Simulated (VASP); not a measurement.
# BN (I-4m2) in VASP: notebook, part 2 of 2

VASP 6.6.1. The steps go on from the part before.

## Step 3: Single point, PBEsol

This run uses another cell than the first one, of the same volume but with other edges.

Contents of INCAR:

```
ALGO = Normal ; EDIFF = 1E-6
ENCUT = 520 ; GGA = PS
ISIF = 2 ; ISMEAR = 0
LASPH = True ; LCHARG = False
LREAL = False ; LWAVE = False
NBANDS = 11 ; NELM = 100
PREC = Accurate ; SIGMA = 0.05
```

Contents of KPOINTS:

```
k-points
0
Gamma
  12 12 12
```

Contents of POSCAR:

```
BN
1.0
    0.0000000000      1.8378397167      1.7643261280
    1.8378397167      0.0000000000      1.7643261280
    1.8378397167      1.8378397167      0.0000000000
B N
1 1
Direct
    0.0000000000      0.0000000000      0.0000000000
    0.7500000000      0.7500000000      0.7500000000
```

Potentials or basis: VASP PAW PBE potentials, release 64 (B, N).

Run with:

```bash
$ cat potpaw_PBE.64/B/POTCAR potpaw_PBE.64/N/POTCAR > POTCAR
$ mpirun -np 1 vasp_std > vasp.out
```

OUTCAR:

```text
EDIFF = 1E-6
   ENCUT = 520
   GGA = PS
   ISIF = 2
   ISMEAR = 0
   LASPH = True
   LREAL = False
   NELM = 100
   PREC = Accurate

 ion  position               nearest neighbor table
   1  0.000  0.000  0.000-   2 1.57   2 1.57   2 1.57   2 1.57
   2  0.750  0.750  0.750-   1 1.57   1 1.57   1 1.57   1 1.57

  LATTYP: Found a body centered tetragonal cell.
 ALAT       =     2.5990978528
 C/A-ratio  =     1.3576450199

  Lattice vectors:

 A1 = (   0.0000000000,  -1.8378397167,  -1.7643261280)
[... 512 lines left out ...]
      5      15.9056      0.00000
      6      19.2353      0.00000
      7      19.5700      0.00000
      8      22.7706      0.00000
      9      27.7049      0.00000
     10      32.2887      0.00000
     11      33.6274      0.00000

 [... further k-points ...]
[... 5 lines left out ...]
  --------------------------------------------------------------------------------------
  -------------------------------------------------------------------------------------
  Total       -1.0024868     -1.0024868      0.7167652      0.0000000      0.0000000     -0.0000000
  in kB     -134.7612746   -134.7612746     96.3525878      0.0000000      0.0000000     -0.0000000
  external PRESSURE =     -57.7233205 kB  Pullay stress =       0.0000000 kB

 VOLUME and BASIS-vectors are now :
 -----------------------------------------------------------------------------
  energy-cutoff  :      520.00
  volume of cell :       11.92
      direct lattice vectors                 reciprocal lattice vectors
     0.000000000  1.837839717  1.764326128    -0.272058545  0.272058545  0.283394318
     1.837839717  0.000000000  1.764326128     0.272058545 -0.272058545  0.283394318
     1.837839717  1.837839717  0.000000000     0.272058545  0.272058545 -0.283394318

 POSITION                                       TOTAL-FORCE (eV/Angst)
 -----------------------------------------------------------------------------------
      0.00000      0.00000      0.00000        -0.000000     -0.000000      0.000000
      2.75676      2.75676      2.64649         0.000000      0.000000     -0.000000
 -----------------------------------------------------------------------------------
    total drift:                               -0.000001     -0.000001      0.000002

  FREE ENERGIE OF THE ION-ELECTRON SYSTEM (eV)
  ---------------------------------------------------
  free  energy   TOTEN  =       -18.3200916714 eV

  energy  without entropy=      -18.3200916714  energy(sigma->0) =      -18.32009167
```

OSZICAR:

```text
N       E                     dE             d eps       ncg     rms          rms(c)
DAV:   1     0.844870340549E+01    0.84487E+01   -0.50098E+03  3730   0.722E+02
DAV:   2    -0.187546539242E+02   -0.27203E+02   -0.26541E+02  4268   0.163E+02
DAV:   3    -0.192499465274E+02   -0.49529E+00   -0.49439E+00  4248   0.184E+01
DAV:   4    -0.192505438777E+02   -0.59735E-03   -0.59733E-03  3826   0.699E-01
DAV:   5    -0.192505444030E+02   -0.52524E-06   -0.52525E-06  4141   0.207E-02    0.650E+00
DAV:   6    -0.184202761373E+02    0.83027E+00   -0.26914E+00  3784   0.933E+00    0.322E+00
DAV:   7    -0.183402733962E+02    0.80003E-01   -0.94622E-02  4048   0.248E+00    0.186E+00
DAV:   8    -0.183200813104E+02    0.20192E-01   -0.31879E-02  3976   0.123E+00    0.173E-01
DAV:   9    -0.183200697612E+02    0.11549E-04   -0.86963E-04  3829   0.243E-01    0.782E-02
DAV:  10    -0.183200897884E+02   -0.20027E-04   -0.63062E-05  3969   0.697E-02    0.130E-02
DAV:  11    -0.183200916392E+02   -0.18509E-05   -0.42956E-06  4002   0.158E-02    0.839E-03
DAV:  12    -0.183200916714E+02   -0.32154E-07   -0.10116E-06  1922   0.674E-03
   1 F= -.18320092E+02 E0= -.18320092E+02  d E =-.242033E-13
```

stdout:

```text
POSCAR found type information on POSCAR B N
 POSCAR found :  2 types and       2 ions
 scaLAPACK will be used
 -----------------------------------------------------------------------------
|                                                                             |
|                                                                             |
|     You enforced a specific xc type in the INCAR file but a different       |
|     I HOPE YOU KNOW WHAT YOU ARE DOING!                                     |
|                                                                             |
 -----------------------------------------------------------------------------

 LDA part: xc-table for (Slater+PW92), standard interpolation
 POSCAR, INCAR and KPOINTS ok, starting setup
 FFT: planning ... GRIDC
 FFT: planning ... GRID_SOFT
 FFT: planning ... GRID
 WAVECAR not read
 entering main loop
```

Run time: 16 s. Hardware: 1 thread of Intel Xeon Platinum 8259CL at 2.50GHz (Skylake/Cascade Lake), shared host; peak memory 0.13 GiB.

Results:

* Free energy: -18.3201 eV
* Pressure: -5.8 GPa
* Band gap on the k mesh: 3.57 eV, indirect (least direct gap 8.30 eV)

Stress tensor (GPa, compression positive):
```
-13.48   0.00   0.00
  0.00 -13.48   0.00
  0.00   0.00   9.64
```

Levels at points of the mesh, in eV from the valence-band top:
```csv
k point,band 1,band 2,band 3,band 4,band 5,band 6,band 7,band 8,band 9
"(0.00, 0.00, 0.00)",-20.40,-0.37,-0.37,0.00,8.30,8.58,8.58,9.86,24.10
"(0.50, 0.00, 0.00)",-16.17,-10.94,-2.48,-1.88,9.32,10.09,10.95,14.75,22.75
"(0.50, 0.50, 0.00)",-14.49,-8.75,-5.50,-5.50,3.57,8.16,17.54,17.54,20.76
"(0.50, 0.00, 0.50)",-14.96,-9.35,-4.95,-4.94,4.26,9.12,17.09,17.69,19.90
```

Caveat: the PAW data sets were made with another functional, which shifts forces and pressure a little.

## Step 4: Single point, PBEsol

Contents of INCAR:

```
SYSTEM = BN
PREC = Accurate
ENCUT = 520
EDIFF = 1E-6
ISMEAR = 0
SIGMA = 0.05
LREAL = .False.
LASPH = .True.
NELM = 100
ALGO = Normal
ISIF = 2
LWAVE = .False.
LCHARG = .True.
GGA = PS
LELF = .True.
LVHAR = .True.
NBANDS = 11
```

Contents of KPOINTS:

```
Automatic mesh
0
Gamma
  12 12 12
  0 0 0
```

Contents of POSCAR:

```
BN
1.0
    0.0000000000      1.7837539340      1.8729416307
    1.7837539340      0.0000000000      1.8729416307
    1.7837539340      1.7837539340      0.0000000000
B N
1 1
Direct
    0.0000000000      0.0000000000      0.0000000000
    0.7500000000      0.7500000000      0.7500000000
```

Run with:

```bash
$ cat potpaw_PBE.64/B/POTCAR potpaw_PBE.64/N/POTCAR > POTCAR
$ mpirun -np 1 vasp_std > vasp.out
```

It took 16 s on 1 thread of Intel Xeon Platinum 8259CL at 2.50GHz (Skylake/Cascade Lake), shared host; peak memory 0.13 GiB.

It converged, with:

| Quantity | Value |
| --- | --- |
| Free energy | -18.3069 eV |
| Pressure | -5.8 GPa |
| Band gap on the k mesh | 3.83 eV, indirect (least direct gap 8.45 eV) |

Stress tensor (GPa, compression positive):
```
  4.69   0.00   0.00
  0.00   4.69   0.00
  0.00   0.00 -26.67
```

Levels at points of the mesh, in eV from the valence-band top:
```
           k point  band 1  band 2  band 3  band 4  band 5  band 6  band 7  band 8
(0.00, 0.00, 0.00)  -20.32   -0.52    0.00    0.00    8.45    8.45    8.79    9.93
(0.50, 0.00, 0.00)  -16.09  -10.86   -2.49   -1.71    9.09   10.67   10.84   14.83
(0.50, 0.50, 0.00)  -15.10   -9.54   -4.62   -4.62    4.67    9.63   17.46   17.46
(0.50, 0.00, 0.50)  -14.54   -8.84   -5.27   -5.26    3.83    8.50   17.12   17.89
```

Caveat: the PAW data sets were made with another functional, which shifts forces and pressure a little.

## Step 5: The runs side by side

```csv
cell,gap on the mesh (eV),pressure (GPa)
"a = 2.611, b = 2.611, c = 2.484 Å, angles 61.6, 61.6, 56.8°, 2 atoms",3.41,-5.8
"a = 2.548, b = 2.548, c = 2.599 Å, angles 59.3, 59.3, 61.3°, 2 atoms",3.57,-5.8
"a = 2.586, b = 2.586, c = 2.523 Å, angles 60.8, 60.8, 58.4°, 2 atoms",3.83,-5.8
```

Alike in all rows: task single point; level PBEsol; potentials or basis VASP PAW PBE potentials, release 64 (B, N); no spin polarisation; k mesh 12 × 12 × 12; cutoff (eV) 520; smearing gaussian 0.05 eV.

Caveats: the PAW data sets were made with another functional, which shifts forces and pressure a little.

Absolute energies hang on the potentials; compare differences alone.
